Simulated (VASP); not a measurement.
Set up this calculation in VASP 6.6.1, as the native input.

```yaml
Task: single point
Functional: LDA
Potentials_or_basis: VASP PAW LDA potentials, release 64 (Na_pv, Cl)
Cutoff: 500 eV
k_mesh: 7 × 7 × 7
Occupations: fermi-dirac, width 0.05 eV
Spin: no spin polarisation
Dipole_correction: no
Further_INCAR_settings: ALGO = Normal; EDIFF = 1e-06; NBANDS = 14
```

The structure of NaCl lies in POSCAR:

```
NaCl
1.0
    2.8228529383      0.0000000000      0.0000000000
    0.0000000000      2.8228529383      0.0000000000
    0.0000000000      0.0000000000      2.9357670558
Na Cl
1 1
Direct
    0.0000000000      0.0000000000      0.0000000000
    0.5000000000      0.5000000000      0.5000000000
```

One way to write it, as run:

INCAR

```
ALGO = Normal
EDIFF = 1E-6
ENCUT = 500
GGA = CA
GGA_COMPAT = F
ISIF = 2
ISMEAR = -1
LASPH = T
LCHARG = T
LELF = T
LREAL = F
LVHAR = T
LWAVE = F
NBANDS = 14
NELM = 120
PREC = Accurate
SIGMA = 0.05
```

KPOINTS

```
k-points
0
Gamma
  7 7 7
```

Potentials or basis: VASP PAW LDA potentials, release 64 (Na_pv, Cl).

Launch:

```sh
$ cat potpaw_LDA.64/Na_pv/POTCAR potpaw_LDA.64/Cl/POTCAR > POTCAR
$ mpirun -np 1 vasp_std > vasp.out
```

Results of the run:

```yaml
Pressure: 54.6 GPa
Band_gap_on_the_k_mesh: 4.41 eV, direct
```

It took 8.9 s on 1 thread of Intel(R) Xeon(R) Platinum 8488C (Sapphire Rapids) (shared host), peak memory 0.12 GiB.
